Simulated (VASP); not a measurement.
Input of a VASP 6.6.1 run:

The input INCAR:

```
  PREC = Accurate
  ENCUT = 520
  EDIFF = 1E-7
  ISMEAR = 0
  SIGMA = 0.02
  LREAL = False
  LASPH = True
  NELM = 60
  ALGO = Normal
  ISIF = 2
  LWAVE = False
  LCHARG = False
  LDIPOL = True
  IDIPOL = 3
  DIPOL = 0.5 0.5 0.500
  GGA = PE
  NBANDS = 22
```

The input KPOINTS:

```
Automatic mesh
0
Gamma
  9 9 1
```

Contents of POSCAR:

```
Bi
1.0
    4.0700000000      0.0000000000      0.0000000000
   -2.0350000000      3.5247233934      0.0000000000
    0.0000000000      0.0000000000     28.0000000000
Bi
2
Direct
    0.3333333333      0.6666666667      0.5066071429
    0.6666666667      0.3333333333      0.4933928571
```

Potentials or basis: VASP PAW PBE potentials, release 64 (Bi_d).

Run with:

```sh
$ cat potpaw_PBE.64/Bi_d/POTCAR > POTCAR
$ mpirun -np 1 vasp_std > vasp.out
```

Q: Predict the largest force.

A: 5.276 eV/Å.

Q: Predict the band gap on the k mesh.

A: Zero (bands 15 and 16 overlap by 0.77 eV).

Forces on the atoms (eV/Å):
```
Bi   0.000  0.000  5.276
Bi   0.000  0.000 -5.276
```

Caveat: spin-orbit coupling is left out, which moves the levels of the heavy elements.
